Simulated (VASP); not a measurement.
# Cu (Fm-3m) in VASP: a series of runs

Cu is run at these levels: r2SCAN; tasks: single point.

All numbers are computed with VASP 6.6.1; they aren't measurements. Logs are shortened: lines on timing, memory, paths and dates and some standing lists are left out, and cuts for length are marked.

## Step 1: The cell of the first run

The structure is cubic, space group Fm-3m (No. 225). Conventional cell: a = 3.321 Å, b = 3.321 Å, c = 3.321 Å, α = 90.00°, β = 90.00°, γ = 90.00°. Within 3.1 Å of Cu (site symmetry m-3m) lie 12 Cu at 2.35 Å.

## Step 2: Single point, r2SCAN (volume scaled by 0.8)

File POSCAR:

```
Cu
1.0
    0.0000000000      1.6603482576      1.6603482576
    1.6603482576      0.0000000000      1.6603482576
    1.6603482576      1.6603482576      0.0000000000
Cu
1
Direct
    0.0000000000      0.0000000000      0.0000000000
```

File INCAR.step1:

```
ALGO = Normal ; EDIFF = 1E-4
ENCUT = 520 ; GGA = PE
ISMEAR = -1 ; LASPH = True
LCHARG = False ; LREAL = False
LWAVE = True ; NBANDS = 12
NELM = 80 ; PREC = Accurate
SIGMA = 0.1
```

File INCAR.step2:

```
ALGO = Normal ; EDIFF = 1E-6
ENCUT = 520 ; ISIF = 2
ISMEAR = -1 ; ISTART = 1
LASPH = True ; LCHARG = False
LMIXTAU = True ; LREAL = False
LWAVE = False ; METAGGA = R2SCAN
NBANDS = 12 ; NELM = 80
PREC = Accurate ; SIGMA = 0.1
```

File KPOINTS:

```
k-points
0
Gamma
  20 20 20
```

Potentials or basis: VASP PAW PBE potentials, release 64 (Cu).

Command:

```console
$ cat potpaw_PBE.64/Cu/POTCAR > POTCAR
$ cp INCAR.step1 INCAR
$ mpirun -np 1 vasp_std > vasp.out
$ cp INCAR.step2 INCAR
$ mpirun -np 1 vasp_std > vasp.out
```

OUTCAR:

```text
EDIFF = 1E-6
   ENCUT = 520
   ISIF = 2
   ISMEAR = -1
   ISTART = 1
   LASPH = True
   LREAL = False
   METAGGA = R2SCAN
   NELM = 80
   PREC = Accurate

 ion  position               nearest neighbor table
   1  0.000  0.000  0.000-

  LATTYP: Found a face centered cubic cell.
 ALAT       =     3.3206965152

  Lattice vectors:

 A1 = (   0.0000000000,   1.6603482576,   1.6603482576)
 A2 = (   1.6603482576,   0.0000000000,   1.6603482576)
 A3 = (   1.6603482576,   1.6603482576,   0.0000000000)

Analysis of symmetry for initial positions (statically):
=====================================================================
 Subroutine PRICEL returns:
 Original cell was already a primitive cell.

 Routine SETGRP: Setting up the symmetry group for a
 face centered cubic supercell.

 Subroutine GETGRP returns: Found 48 space group operations
 (whereof 48 operations were pure point group operations)
 out of a pool of 48 trial point group operations.

The static configuration has the point symmetry O_h .

Analysis of symmetry for dynamics (positions and initial velocities):
=====================================================================
 Subroutine PRICEL returns:
 Original cell was already a primitive cell.

 Routine SETGRP: Setting up the symmetry group for a
 face centered cubic supercell.

 Subroutine GETGRP returns: Found 48 space group operations
 (whereof 48 operations were pure point group operations)
 out of a pool of 48 trial point group operations.

The dynamic configuration has the point symmetry O_h .

 Subroutine INISYM returns: Found 48 space group operations
 (whereof 48 operations are pure point group operations),
 and found     1 'primitive' translations

----------------------------------------------------------------------------------------

                                     Primitive cell

  volume of cell :       9.1544

  direct lattice vectors                    reciprocal lattice vectors
     0.000000000  1.660348258  1.660348258    -0.301141642  0.301141642  0.301141642
     1.660348258  0.000000000  1.660348258     0.301141642 -0.301141642  0.301141642
     1.660348258  1.660348258  0.000000000     0.301141642  0.301141642 -0.301141642

  length of vectors
     2.348087024  2.348087024  2.348087024     0.521592624  0.521592624  0.521592624

  position of ions in fractional coordinates (direct lattice)
     0.000000000  0.000000000  0.000000000

  ion indices of the primitive-cell ions
   primitive index   ion index
                 1           1

----------------------------------------------------------------------------------------

 KPOINTS: k-points

Automatic generation of k-mesh.
 Grid dimensions read from file:
 generate k-points for:   20   20   20

 Generating k-lattice:

  Cartesian coordinates                     Fractional coordinates (reciprocal lattice)
    -0.015057082  0.015057082  0.015057082     0.050000000  0.000000000  0.000000000
     0.015057082 -0.015057082  0.015057082     0.000000000  0.050000000  0.000000000
     0.015057082  0.015057082 -0.015057082     0.000000000  0.000000000  0.050000000

  Length of vectors
     0.026079631  0.026079631  0.026079631

  Shift w.r.t. Gamma in fractional coordinates (k-lattice)
     0.000000000  0.000000000  0.000000000

 Subroutine IBZKPT returns following result:
 ===========================================

 Found    256 irreducible k-points:

 Following reciprocal coordinates:
            Coordinates               Weight
  0.000000  0.000000  0.000000      1.000000
  0.050000  0.000000  0.000000      8.000000
  0.100000  0.000000  0.000000      8.000000
  0.150000  0.000000  0.000000      8.000000
  0.200000  0.000000  0.000000      8.000000
  0.250000  0.000000  0.000000      8.000000
[... 16 lines left out ...]
 -0.400000  0.050000  0.000000     24.000000
 -0.350000  0.050000  0.000000     24.000000
 [... further k-points ...]
   k-points           NKPTS =    256   k-points in BZ     NKDIM =    256   number of bands    NBANDS=     12
   number of dos      NEDOS =    301   number of ions     NIONS =      1
   total plane-waves  NPLWV =   5832
   dimension x,y,z NGX =    18 NGY =   18 NGZ =   18
   dimension x,y,z NGXF=    36 NGYF=   36 NGZF=   36
   ions per type =               1
   NGX,Y,Z   is equivalent  to a cutoff of  12.74, 12.74, 12.74 a.u.
   NGXF,Y,Z  is equivalent  to a cutoff of  25.49, 25.49, 25.49 a.u.
 SYSTEM =  unknown system
   PREC   = accura    normal or accurate (medium, high low for compatibility)
   ISTART =      1    job   : 0-new  1-cont  2-samecut
   ICHARG =      0    charge: 1-file 2-atom 10-const
   ISPIN  =      1    spin polarized calculation?
   LNONCOLLINEAR =      F non collinear calculations
   LSORBIT =      F    spin-orbit coupling
   LASPH  =      T    aspherical Exc in radial PAW
   ENCUT  =  520.0 eV  38.22 Ry    6.18 a.u.   4.37  4.37  4.37*2*pi/ulx,y,z
   NELM   =     80;   NELMIN=  2; NELMDL=  0     # of ELM steps
   EDIFF  = 0.1E-05   stopping-criterion for ELM
   LREAL  =      F    real-space projection
   EDIFFG = 0.1E-04   stopping-criterion for IOM
   NSW    =      0    number of steps for IOM
   IBRION =     -1    ionic relax: 0-MD 1-quasi-New 2-CG
   NFREE  =      0    steps in history (QN), initial steepest desc. (CG)
   ISIF   =      2    stress and relaxation
   ISYM   =      2    0-nonsym 1-usesym 2-fastsym
   POTIM  = 0.5000    time-step for ionic-motion
   TEBEG  =    0.0;   TEEND  =   0.0 temperature during run
   PSTRESS=    0.0 pullay stress
   NELECT =      11.0000    total number of electrons
   NUPDOWN=      -1.0000    fix difference up-down
   EMIN   =  10.00;   EMAX   =-10.00  energy-range for DOS
   EFERMI =   0.00;   METHOD = LEGACY
   ISMEAR =    -1;   SIGMA  =   0.10  broadening in eV -4-tet -1-fermi 0-gaus
   EFERMI_NEDOS =   21; number of points for ismear=-14 and -15
   IALGO  =     38    algorithm
   IMIX   =      4    mixing-type and parameters
     AMIX     =   0.40;   BMIX     =  1.00
     AMIX_MAG =   1.60;   BMIX_MAG =  1.00
  volume/ion in A,a.u.               =       9.15        61.78
  Fermi-wavevector in a.u.,A,eV,Ry     =   1.740457  3.288986 41.214622  3.029189
  Thomas-Fermi vector in A             =   2.813102
   LORBIT       =      0    0 simple, 1 ext, 2 COOP (PROOUT), +10 PAW based schemes
   METAGGA = R2SCAN    functional components
   LHFCALC =     F    Hartree Fock is set to
   AEXX    =    0.0000 exact exchange contribution
   IVDW    =     0    specifies the selected vdW correction
   LEPSILON=     F    determine dielectric tensor
   LRPA    =     F    only Hartree local field effects (RPA)
 non-spin polarized calculation
  energy-cutoff  :      520.00
  volume of cell :        9.15
 maximum number of plane-waves:       262
 NGX is ok and might be reduce to    18
   NGX =  9   NGY =  9   NGZ =  9

 number of electron      10.9999988 magnetization

 Free energy of the ion-electron system (eV)
  ---------------------------------------------------
  ext. energy  EPLUGINS =         0.00000000
  ---------------------------------------------------
  free energy    TOTEN  =       -10.45461938 eV

  energy without entropy =      -10.44673373  energy(sigma->0) =      -10.45067655

 E-fermi :  11.0751     XC(G=0): -15.5452

 val. band max:       11.0578482132   @ k =   0.4500   0.3500   0.0000
 cond. band min:      11.1062886441   @ k =   0.5000   0.2500   0.1000
 fundamental gap:      0.0484404309
 Fermi energy:        11.0750781923

 k-point     1 :       0.0000    0.0000    0.0000
  band No.  band energies     occupation
      1      -0.8638      2.00000
      2       6.9138      2.00000
      3       6.9138      2.00000
      4       6.9138      2.00000
      5       8.1361      2.00000
      6       8.1361      2.00000
      7      36.4296      0.00000
      8      41.5942      0.00000
      9      41.5942      0.00000
     10      41.5945      0.00000
     11      44.5671      0.00000
     12      44.5671      0.00000

 k-point     2 :       0.0500    0.0000    0.0000
  band No.  band energies     occupation
      1      -0.7497      2.00000
      2       6.8823      2.00000
      3       6.9397      2.00000
      4       6.9397      2.00000
      5       8.1247      2.00000
      6       8.1247      2.00000
      7      36.1327      0.00000
      8      39.9635      0.00000
      9      41.2937      0.00000
     10      41.2940      0.00000
     11      44.9886      0.00000
     12      44.9886      0.00000

 k-point     3 :       0.1000    0.0000    0.0000
  band No.  band energies     occupation
      1      -0.4114      2.00000
      2       6.7950      2.00000
      3       7.0089      2.00000
      4       7.0090      2.00000
      5       8.0989      2.00000
      6       8.0990      2.00000
      7      34.7141      0.00000
      8      38.3147      0.00000
      9      40.6917      0.00000
     10      40.6919      0.00000
     11      45.8838      0.00000
     12      45.8840      0.00000
[... 286 lines left out ...]
 k-point    23 :      -0.4000    0.0500    0.0000
  band No.  band energies     occupation
      1       3.9583      2.00000
      2       6.8481      2.00000
      3       6.9221      2.00000
      4       7.7738      2.00000
      5       8.8100      2.00000
      6       9.3573      2.00000
      7      18.2880      0.00000
      8      34.2723      0.00000
      9      37.2487      0.00000
     10      38.9772      0.00000
     11      41.5610      0.00000
     12      43.2241      0.00000

 k-point    24 :      -0.3500    0.0500    0.0000
  band No.  band energies     occupation
      1       3.6175      2.00000
      2       6.9264      2.00000
      3       6.9899      2.00000
      4       7.0934      2.00000
      5       8.6128      2.00000
      6       9.0140      2.00000
      7      20.3908      0.00000
      8      34.4275      0.00000
      9      37.4815      0.00000
     10      39.9661      0.00000
     11      41.5439      0.00000
     12      43.7882      0.00000

 [... further k-points ...]
[... 5 lines left out ...]
  --------------------------------------------------------------------------------------
  -------------------------------------------------------------------------------------
  Total        3.6822566      3.6822566      3.6822566      0.0000000      0.0000000      0.0000000
  in kB      644.4616250    644.4616250    644.4616250      0.0000000      0.0000000      0.0000000
  external PRESSURE =     644.4616250 kB  Pullay stress =       0.0000000 kB

 VOLUME and BASIS-vectors are now :
 -----------------------------------------------------------------------------
  energy-cutoff  :      520.00
  volume of cell :        9.15
      direct lattice vectors                 reciprocal lattice vectors
     0.000000000  1.660348258  1.660348258    -0.301141642  0.301141642  0.301141642
     1.660348258  0.000000000  1.660348258     0.301141642 -0.301141642  0.301141642
     1.660348258  1.660348258  0.000000000     0.301141642  0.301141642 -0.301141642

 POSITION                                       TOTAL-FORCE (eV/Angst)
 -----------------------------------------------------------------------------------
      0.00000      0.00000      0.00000         0.000000     -0.000000      0.000000
 -----------------------------------------------------------------------------------
    total drift:                                0.000000     -0.000000     -0.000000

  FREE ENERGIE OF THE ION-ELECTRON SYSTEM (eV)
  ---------------------------------------------------
  free  energy   TOTEN  =       -10.4546193784 eV

  energy  without entropy=      -10.4467337283  energy(sigma->0) =      -10.45067655
```

Wall time 73 s (1 thread of Intel Xeon 6975P-C, shared host); peak memory 0.14 GiB.

Results:

* Free energy: -10.4546 eV
* Pressure: 64.4 GPa

Levels at points of the mesh, in eV from the Fermi level:
```
           k point  band 2  band 3  band 4  band 5  band 6  band 7  band 8  band 9  band 10  band 11
(0.00, 0.00, 0.00)   -4.16   -4.16   -4.16   -2.94   -2.94   25.35   30.52   30.52    30.52    33.49
(0.50, 0.00, 0.00)   -4.24   -4.24   -2.08   -2.08   -1.95    5.43   23.73   27.47    27.47    30.08
(0.50, 0.50, 0.00)   -6.30   -2.12   -1.85   -1.85    1.35    9.35   15.90   15.90    21.01    25.97
```

Caveat: the PAW data sets were made with another functional, which shifts forces and pressure a little.

## Step 3: Single point, r2SCAN (volume scaled by 0.88)

File POSCAR:

```
Cu
1.0
    0.0000000000      1.7139444911      1.7139444911
    1.7139444911      0.0000000000      1.7139444911
    1.7139444911      1.7139444911      0.0000000000
Cu
1
Direct
    0.0000000000      0.0000000000      0.0000000000
```

File INCAR.step1:

```
PREC = Accurate
ENCUT = 520
ISMEAR = -1
SIGMA = 0.1
LREAL = F
LASPH = T
NELM = 60
NBANDS = 12
GGA = PE
ALGO = Normal
EDIFF = 1E-4
LWAVE = T
LCHARG = F
```

File INCAR.step2:

```
PREC = Accurate
ENCUT = 520
EDIFF = 1E-7
ISMEAR = -1
SIGMA = 0.1
LREAL = F
LASPH = T
NELM = 60
ALGO = Normal
ISIF = 2
LWAVE = F
LCHARG = F
METAGGA = R2SCAN
LMIXTAU = T
NBANDS = 12
ISTART = 1
```

File KPOINTS:

```
regular mesh
0
Gamma
  20 20 20
```

Potentials or basis: VASP PAW PBE potentials, release 64 (Cu).

Command:

```console
$ cat potpaw_PBE.64/Cu/POTCAR > POTCAR
$ cp INCAR.step1 INCAR
$ mpirun -np 1 vasp_std > vasp.out
$ cp INCAR.step2 INCAR
$ mpirun -np 1 vasp_std > vasp.out
```

Wall time 1.8 min (1 thread of Intel Xeon 6975P-C, shared host); peak memory 0.14 GiB.

It converged, with:

* Free energy: -10.7158 eV
* Pressure: 29.4 GPa

Levels at points of the mesh, in eV from the Fermi level:
```csv
k point,band 3,band 4,band 5,band 6,band 7,band 8,band 9,band 10
"(0.00, 0.00, 0.00)",-3.72,-3.72,-2.67,-2.67,24.66,29.00,29.00,29.00
"(0.50, 0.00, 0.00)",-3.78,-1.92,-1.92,-1.58,4.85,23.08,25.80,25.80
"(0.50, 0.50, 0.00)",-1.96,-1.73,-1.73,1.45,8.60,15.09,15.09,19.88
```

Caveat: the PAW data sets were made with another functional, which shifts forces and pressure a little.
